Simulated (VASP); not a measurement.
Write the native input for VASP 6.6.1 that does the following.

- Task: single point
- Functional: PBEsol
- Potentials or basis: VASP PAW PBE potentials, release 64 (Au)
- Cutoff: 500 eV
- k mesh: 10 × 10 × 6
- Occupations: fermi-dirac, width 0.05 eV
- Spin: non-collinear spin, zero start, spin-orbit coupling
- Starting moments: [[0.0, 0.0, 0.0], [0.0, 0.0, 0.0]] μB
- Dipole correction: no
- Further INCAR settings: ALGO = Normal; EDIFF = 1e-06; NBANDS = 34

The structure of Au lies in POSCAR:

```
Au
1.0
    2.8154890579      0.0000000000      0.0000000000
   -0.0129553469      2.8201795887      0.0000000000
   -1.1378916452     -1.1854109603      4.9240140333
Au
2
Direct
    0.6728620000      0.6659620000      0.2740550000
    0.3271380000      0.3340380000      0.7259450000
```

These files were run (other wordings do the same):

INCAR

```
PREC = Accurate
ENCUT = 500
EDIFF = 1E-6
ISMEAR = -1
SIGMA = 0.05
LREAL = F
LASPH = T
NELM = 200
ALGO = Normal
ISIF = 2
LWAVE = F
LCHARG = T
MAGMOM = 0 0 0 0 0 0
LORBIT = 11
LSORBIT = T
GGA_COMPAT = F
LORBMOM = T
LMAXMIX = 4
GGA = PS
LVHAR = T
NBANDS = 34
KPAR = 4
```

KPOINTS

```
Automatic mesh
0
Gamma
  10 10 6
```

Potentials or basis: VASP PAW PBE potentials, release 64 (Au).

Run with:

```console
$ cat potpaw_PBE.64/Au/POTCAR > POTCAR
$ mpirun -np 4 vasp_ncl > vasp.out
```

It gave:

```json
{
  "Pressure": "-9.2 GPa",
  "Largest force": "0.149 eV/Å",
  "Net moment": "0.00 μB per cell",
  "Valence electrons inside the program's atomic spheres": "Au 9.58"
}
```

Caveat: the cell stands under tension; the PAW data sets were made with another functional, which shifts forces and pressure a little.

Wall time 3.6 min on 4 MPI ranks on Intel(R) Xeon(R) Platinum 8259CL CPU @ 2.50GHz (Skylake/Cascade Lake) (shared host), peak memory 0.61 GiB a rank.
